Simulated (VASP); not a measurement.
# Te2Mo (P6_3/mmc) in VASP: single point with r2SCAN

Aim: the single point of Te2Mo with r2SCAN.

Everything below comes from runs of VASP 6.6.1. Logs are shortened: lines on timing, memory, paths and dates and some standing lists are left out, and cuts for length are marked.

**1. The cell of the first run**

Symmetry: P6_3/mmc, No. 194, hexagonal system. Conventional cell: a = 3.496 Å, b = 3.496 Å, c = 13.701 Å, α = 90.00°, β = 90.00°, γ = 120.00°. Within 3.8 Å of Te (site symmetry 3m) lie 3 Mo at 2.72 Å and 10 Te at 3.50 to 3.80 Å. Mo (site symmetry -6m2) has 6 Te at 2.72 Å and 6 Mo at 3.50 Å within 3.6 Å.

**2. Single point, r2SCAN**

POSCAR

```
Te2Mo
1.0
    3.4964011281      0.0000000000      0.0000000000
   -1.7482005640      3.0279721987      0.0000000000
    0.0000000000      0.0000000000     13.7008448591
Te Mo
4 2
Direct
    0.3333333333      0.6666666667      0.6173401535
    0.6666666667      0.3333333333      0.1173401535
    0.3333333333      0.6666666667      0.8826598465
    0.6666666667      0.3333333333      0.3826598465
    0.3333333333      0.6666666667      0.2500000000
    0.6666666667      0.3333333333      0.7500000000
```

INCAR.step1

```
SYSTEM = Te2Mo
  PREC = Accurate
  ENCUT = 520
  ISMEAR = 0
  SIGMA = 0.02
  LREAL = .FALSE.
  LASPH = .TRUE.
  NELM = 60
  NBANDS = 35
  GGA = PE
  ALGO = Normal
  EDIFF = 1E-4
  LWAVE = .TRUE.
  LCHARG = .FALSE.
```

INCAR.step2

```
SYSTEM = Te2Mo
  PREC = Accurate
  ENCUT = 520
  EDIFF = 1E-7
  ISMEAR = 0
  SIGMA = 0.02
  LREAL = .FALSE.
  LASPH = .TRUE.
  NELM = 60
  ALGO = Normal
  ISIF = 2
  LWAVE = .FALSE.
  LCHARG = .FALSE.
  METAGGA = R2SCAN
  LMIXTAU = .TRUE.
  NBANDS = 35
  ISTART = 1
```

KPOINTS

```
Automatic mesh
0
G
  12 12 2
  0 0 0
```

Potentials or basis: VASP PAW PBE potentials, release 64 (Te, Mo_sv).

Command:

```
cat potpaw_PBE.64/Te/POTCAR potpaw_PBE.64/Mo_sv/POTCAR > POTCAR
cp INCAR.step1 INCAR
mpirun -np 1 vasp_std > vasp.out
cp INCAR.step2 INCAR
mpirun -np 1 vasp_std > vasp.out
```

OUTCAR:

```text
SYSTEM = Te2Mo
   PREC = Accurate
   ENCUT = 520
   EDIFF = 1E-7
   ISMEAR = 0
   LREAL = .FALSE.
   LASPH = .TRUE.
   NELM = 60
   ISIF = 2
   METAGGA = R2SCAN
   ISTART = 1

 ion  position               nearest neighbor table
   1  0.333  0.667  0.617-   6 2.72   6 2.72   6 2.72   3 3.64
   2  0.667  0.333  0.117-   5 2.72   5 2.72   5 2.72   4 3.64
   3  0.333  0.667  0.883-   6 2.72   6 2.72   6 2.72   1 3.64
   4  0.667  0.333  0.383-   5 2.72   5 2.72   5 2.72   2 3.64
   5  0.333  0.667  0.250-   2 2.72   4 2.72   2 2.72   4 2.72   2 2.72   4 2.72
   6  0.667  0.333  0.750-   1 2.72   3 2.72   1 2.72   3 2.72   1 2.72   3 2.72

  LATTYP: Found a hexagonal cell.
 ALAT       =     3.4964011281
 C/A-ratio  =     3.9185563547

  Lattice vectors:

 A1 = (   3.4964011281,   0.0000000000,   0.0000000000)
 A2 = (  -1.7482005640,   3.0279721987,   0.0000000000)
 A3 = (   0.0000000000,   0.0000000000,  13.7008448591)

Analysis of symmetry for initial positions (statically):
=====================================================================
 Subroutine PRICEL returns:
 Original cell was already a primitive cell.

 Routine SETGRP: Setting up the symmetry group for a
 hexagonal supercell.

 Subroutine GETGRP returns: Found 24 space group operations
 (whereof 12 operations were pure point group operations)
 out of a pool of 24 trial point group operations.

The static configuration has the point symmetry D_3d.
 The point group associated with its full space group is D_6h.

Analysis of symmetry for dynamics (positions and initial velocities):
=====================================================================
 Subroutine PRICEL returns:
 Original cell was already a primitive cell.

 Routine SETGRP: Setting up the symmetry group for a
 hexagonal supercell.

 Subroutine GETGRP returns: Found 24 space group operations
 (whereof 12 operations were pure point group operations)
 out of a pool of 24 trial point group operations.

The dynamic configuration has the point symmetry D_3d.
 The point group associated with its full space group is D_6h.

 Subroutine INISYM returns: Found 24 space group operations
 (whereof 12 operations are pure point group operations),
 and found     1 'primitive' translations

----------------------------------------------------------------------------------------

                                     Primitive cell

  volume of cell :     145.0509

  direct lattice vectors                    reciprocal lattice vectors
     3.496401128  0.000000000  0.000000000     0.286008374  0.165127011  0.000000000
    -1.748200564  3.027972199  0.000000000     0.000000000  0.330254023  0.000000000
     0.000000000  0.000000000 13.700844859     0.000000000  0.000000000  0.072988200

  length of vectors
     3.496401128  3.496401128 13.700844859     0.330254023  0.330254023  0.072988200

  position of ions in fractional coordinates (direct lattice)
     0.333333333  0.666666667  0.617340154
     0.666666667  0.333333333  0.117340154
     0.333333333  0.666666667  0.882659846
     0.666666667  0.333333333  0.382659846
     0.333333333  0.666666667  0.250000000
     0.666666667  0.333333333  0.750000000

  ion indices of the primitive-cell ions
   primitive index   ion index
                 1           1
                 2           2
                 3           3
                 4           4
                 5           5
                 6           6

----------------------------------------------------------------------------------------

 KPOINTS: Automatic mesh

Automatic generation of k-mesh.
 Grid dimensions read from file:
 generate k-points for:   12   12    2

 Generating k-lattice:

  Cartesian coordinates                     Fractional coordinates (reciprocal lattice)
     0.023834031  0.013760584  0.000000000     0.083333333  0.000000000  0.000000000
     0.000000000  0.027521169  0.000000000     0.000000000  0.083333333  0.000000000
     0.000000000  0.000000000  0.036494100     0.000000000  0.000000000  0.500000000

  Length of vectors
     0.027521169  0.027521169  0.036494100

  Shift w.r.t. Gamma in fractional coordinates (k-lattice)
     0.000000000  0.000000000  0.000000000

 Subroutine IBZKPT returns following result:
 ===========================================

 Found     38 irreducible k-points:

 Following reciprocal coordinates:
            Coordinates               Weight
  0.000000  0.000000  0.000000      1.000000
  0.083333  0.000000  0.000000      6.000000
  0.166667 -0.000000  0.000000      6.000000
  0.250000 -0.000000  0.000000      6.000000
  0.333333 -0.000000  0.000000      6.000000
  0.416667  0.000000  0.000000      6.000000
[... 16 lines left out ...]
  0.250000 -0.000000  0.500000      6.000000
  0.333333 -0.000000  0.500000      6.000000
 [... further k-points ...]
   k-points           NKPTS =     38   k-points in BZ     NKDIM =     38   number of bands    NBANDS=     35
   number of dos      NEDOS =    301   number of ions     NIONS =      6
   total plane-waves  NPLWV =  84672
   dimension x,y,z NGX =    28 NGY =   28 NGZ =  108
   dimension x,y,z NGXF=    56 NGYF=   56 NGZF=  216
   ions per type =               4   2
   NGX,Y,Z   is equivalent  to a cutoff of  13.31, 13.31, 13.10 a.u.
   NGXF,Y,Z  is equivalent  to a cutoff of  26.63, 26.63, 26.21 a.u.
 SYSTEM =  Te2Mo
   PREC   = accura    normal or accurate (medium, high low for compatibility)
   ISTART =      1    job   : 0-new  1-cont  2-samecut
   ICHARG =      0    charge: 1-file 2-atom 10-const
   ISPIN  =      1    spin polarized calculation?
   LNONCOLLINEAR =      F non collinear calculations
   LSORBIT =      F    spin-orbit coupling
   LASPH  =      T    aspherical Exc in radial PAW
   ENCUT  =  520.0 eV  38.22 Ry    6.18 a.u.   6.50  6.50 25.47*2*pi/ulx,y,z
   NELM   =     60;   NELMIN=  2; NELMDL=  0     # of ELM steps
   EDIFF  = 0.1E-06   stopping-criterion for ELM
   LREAL  =      F    real-space projection
   EDIFFG = 0.1E-05   stopping-criterion for IOM
   NSW    =      0    number of steps for IOM
   IBRION =     -1    ionic relax: 0-MD 1-quasi-New 2-CG
   NFREE  =      0    steps in history (QN), initial steepest desc. (CG)
   ISIF   =      2    stress and relaxation
   ISYM   =      2    0-nonsym 1-usesym 2-fastsym
   POTIM  = 0.5000    time-step for ionic-motion
   TEBEG  =    0.0;   TEEND  =   0.0 temperature during run
   PSTRESS=    0.0 pullay stress
   NELECT =      52.0000    total number of electrons
   NUPDOWN=      -1.0000    fix difference up-down
   EMIN   =  10.00;   EMAX   =-10.00  energy-range for DOS
   EFERMI =   0.00;   METHOD = LEGACY
   ISMEAR =     0;   SIGMA  =   0.02  broadening in eV -4-tet -1-fermi 0-gaus
   EFERMI_NEDOS =   21; number of points for ismear=-14 and -15
   IALGO  =     38    algorithm
   IMIX   =      4    mixing-type and parameters
     AMIX     =   0.40;   BMIX     =  1.00
     AMIX_MAG =   1.60;   BMIX_MAG =  1.00
  volume/ion in A,a.u.               =      24.18       163.14
  Fermi-wavevector in a.u.,A,eV,Ry     =   1.162972  2.197698 18.401920  1.352503
  Thomas-Fermi vector in A             =   2.299527
   LORBIT       =      0    0 simple, 1 ext, 2 COOP (PROOUT), +10 PAW based schemes
   METAGGA = R2SCAN    functional components
   LHFCALC =     F    Hartree Fock is set to
   AEXX    =    0.0000 exact exchange contribution
   IVDW    =     0    specifies the selected vdW correction
   LEPSILON=     F    determine dielectric tensor
   LRPA    =     F    only Hartree local field effects (RPA)
 non-spin polarized calculation
 Gauss-broadening in eV      SIGMA  =   0.02
  energy-cutoff  :      520.00
  volume of cell :      145.05
 maximum number of plane-waves:      3974
 NGX is ok and might be reduce to    28
   NGX = 13   NGY = 13   NGZ = 51

 number of electron      51.9999999 magnetization

 Free energy of the ion-electron system (eV)
  ---------------------------------------------------
  ext. energy  EPLUGINS =         0.00000000
  ---------------------------------------------------
  free energy    TOTEN  =      -155.48150286 eV

  energy without entropy =     -155.48150286  energy(sigma->0) =     -155.48150286

 E-fermi :   8.7506     XC(G=0): -11.2384

 val. band max:        8.5563748334   @ k =   0.0000   0.0000   0.0000
 cond. band min:       9.3099882770   @ k =   0.2500   0.1667   0.0000
 fundamental gap:      0.7536134436
 Fermi energy:         8.7506124589

 k-point     1 :       0.0000    0.0000    0.0000
  band No.  band energies     occupation
      1     -54.2621      2.00000
      2     -54.2621      2.00000
      3     -27.7174      2.00000
      4     -27.7173      2.00000
      5     -27.5748      2.00000
      6     -27.5748      2.00000
[... 27 lines left out ...]
     34      12.1034      0.00000
     35      15.0277      0.00000

 k-point     2 :       0.0833    0.0000    0.0000
  band No.  band energies     occupation
      1     -54.2613      2.00000
      2     -54.2613      2.00000
      3     -27.7151      2.00000
      4     -27.7150      2.00000
      5     -27.5851      2.00000
      6     -27.5851      2.00000
[... 27 lines left out ...]
     34      11.9054      0.00000
     35      15.4445      0.00000

 k-point     3 :       0.1667   -0.0000    0.0000
  band No.  band energies     occupation
      1     -54.2591      2.00000
      2     -54.2591      2.00000
      3     -27.7088      2.00000
      4     -27.7087      2.00000
      5     -27.6130      2.00000
      6     -27.6130      2.00000
[... 27 lines left out ...]
     34      12.1182      0.00000
     35      15.5026      0.00000
[... 723 lines left out ...]
 k-point    23 :       0.2500   -0.0000    0.5000
  band No.  band energies     occupation
      1     -54.2560      2.00000
      2     -54.2560      2.00000
      3     -27.7002      2.00000
      4     -27.7002      2.00000
      5     -27.6510      2.00000
      6     -27.6510      2.00000
[... 27 lines left out ...]
     34      12.0883      0.00000
     35      14.9846      0.00000

 k-point    24 :       0.3333   -0.0000    0.5000
  band No.  band energies     occupation
      1     -54.2530      2.00000
      2     -54.2530      2.00000
      3     -27.6915      2.00000
      4     -27.6915      2.00000
      5     -27.6886      2.00000
      6     -27.6886      2.00000
[... 27 lines left out ...]
     34      12.1548      0.00000
     35      14.0402      0.00000

 [... further k-points ...]

------------------------ aborting loop because EDIFF is reached ----------------------------------------

  FORCE on cell =-STRESS in cart. coord.  units (eV):
  Direction    XX          YY          ZZ          XY          YZ          ZX
  --------------------------------------------------------------------------------------
  -------------------------------------------------------------------------------------
  Total        3.2779120      3.2779120      2.0965848      0.0000000      0.0000000     -0.0000000
  in kB       36.2065706     36.2065706     23.1580788      0.0000000      0.0000000     -0.0000000
  external PRESSURE =      31.8570733 kB  Pullay stress =       0.0000000 kB

 VOLUME and BASIS-vectors are now :
 -----------------------------------------------------------------------------
  energy-cutoff  :      520.00
  volume of cell :      145.05
      direct lattice vectors                 reciprocal lattice vectors
     3.496401128  0.000000000  0.000000000     0.286008374  0.165127011  0.000000000
    -1.748200564  3.027972199  0.000000000     0.000000000  0.330254023  0.000000000
     0.000000000  0.000000000 13.700844859     0.000000000  0.000000000  0.072988200

 POSITION                                       TOTAL-FORCE (eV/Angst)
 -----------------------------------------------------------------------------------
     -0.00000      2.01865      8.45808         0.000000     -0.000000      0.258160
      1.74820      1.00932      1.60766         0.000000      0.000000      0.258160
     -0.00000      2.01865     12.09319         0.000000     -0.000000     -0.258160
      1.74820      1.00932      5.24276         0.000000      0.000000     -0.258160
     -0.00000      2.01865      3.42521        -0.000000      0.000000      0.000000
      1.74820      1.00932     10.27563         0.000000     -0.000000      0.000000
 -----------------------------------------------------------------------------------
    total drift:                               -0.000000      0.000000     -0.000000

  FREE ENERGIE OF THE ION-ELECTRON SYSTEM (eV)
  ---------------------------------------------------
  free  energy   TOTEN  =      -155.4815028639 eV

  energy  without entropy=     -155.4815028639  energy(sigma->0) =     -155.48150286
```

Run time: 22 min. Hardware: 1 thread of AMD EPYC 9755, shared host; peak memory 0.37 GiB.

Results:

```yaml
Free_energy: -155.4815 eV
Pressure: 3.2 GPa
Largest_force: 0.258 eV/Å
Band_gap_on_the_k_mesh: 0.75 eV (least direct gap 1.16 eV)
```

Forces on the atoms (eV/Å):
```
Te   0.000  0.000  0.258
Te   0.000  0.000  0.258
Te   0.000  0.000 -0.258
Te   0.000  0.000 -0.258
Mo   0.000  0.000  0.000
Mo   0.000  0.000  0.000
```

Levels at points of the mesh, in eV from the valence-band top:
| k point | band 22 | band 23 | band 24 | band 25 | band 26 | band 27 | band 28 | band 29 | band 30 | band 31 |
| --- | --- | --- | --- | --- | --- | --- | --- | --- | --- | --- |
| (0.00, 0.00, 0.00) | -1.16 | -1.10 | -1.10 | -0.27 | 0.00 | 2.99 | 2.99 | 3.17 | 3.17 | 3.19 |
| (0.50, 0.00, 0.00) | -2.06 | -1.15 | -1.08 | -0.77 | -0.36 | 1.35 | 1.43 | 1.53 | 1.94 | 2.78 |
| (0.00, 0.00, 0.50) | -1.13 | -1.13 | -1.13 | -0.07 | -0.07 | 3.03 | 3.03 | 3.03 | 3.03 | 3.42 |
| (0.50, 0.00, 0.50) | -2.20 | -1.09 | -1.09 | -0.57 | -0.57 | 1.38 | 1.38 | 1.75 | 1.75 | 3.27 |

Caveat: the cell stands under pressure; semilocal functionals underestimate gaps, and a narrow one can read as zero; the PAW data sets were made with another functional, which shifts forces and pressure a little; spin-orbit coupling is left out, which moves the levels of the heavy elements.
